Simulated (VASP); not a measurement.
Wanted: the native input for a VASP 6.6.1 run.

```yaml
Task: single point
Functional: LDA
Potentials_or_basis: VASP PAW LDA potentials, release 64 (Re)
Cutoff: 600 eV
k_mesh: 20 × 20 × 12
Occupations: fermi-dirac, width 0.08 eV
Spin: no spin polarisation
Dipole_correction: no
Further_INCAR_settings: ALGO = Normal; EDIFF = 1e-06; NBANDS = 14
```

The structure of Re lies in POSCAR:

```
Re
1.0
    2.7381920783      0.0000000000      0.0000000000
   -1.3690960392      2.3713439003      0.0000000000
    0.0000000000      0.0000000000      4.4148608035
Re
2
Direct
    0.3333333333      0.6666666667      0.2500000000
    0.6666666667      0.3333333333      0.7500000000
```

One way to write it, as run:

INCAR

```
SYSTEM = Re
PREC     = Accurate       ! precision mode
ENCUT    = 600            ! plane-wave cutoff, eV
EDIFF    = 1E-6           ! SCF threshold, eV
ISMEAR   = -1             ! smearing method
SIGMA    = 0.08           ! smearing width, eV
LREAL    = .FALSE.        ! projectors in reciprocal space
LASPH    = .TRUE.         ! aspherical terms in the spheres
NELM     = 120            ! most SCF steps
ALGO     = Normal         ! electronic algorithm
ISIF     = 2              ! what is computed and relaxed
LWAVE    = .FALSE.        ! write WAVECAR
LCHARG   = .FALSE.        ! write CHGCAR
GGA      = CA             ! functional
NBANDS   = 14             ! bands
GGA_COMPAT= .FALSE.
```

KPOINTS

```
regular mesh
0
G
  20 20 12
  0 0 0
```

Potentials or basis: VASP PAW LDA potentials, release 64 (Re).

The run is started by

```bash
$ cat potpaw_LDA.64/Re/POTCAR > POTCAR
$ mpirun -np 1 vasp_std > vasp.out
```

Results of the run:

The pressure is 1.7 GPa and the band gap on the k mesh is zero (band 7 reaches 10.00 eV, above the bottom of band 8 at 6.37 eV).

Caveat: spin-orbit coupling is left out, which moves the levels of the heavy elements.

Run time: 45 s on 1 thread of Intel(R) Xeon(R) 6975P-C (Granite Rapids) (shared host), peak memory 0.25 GiB.
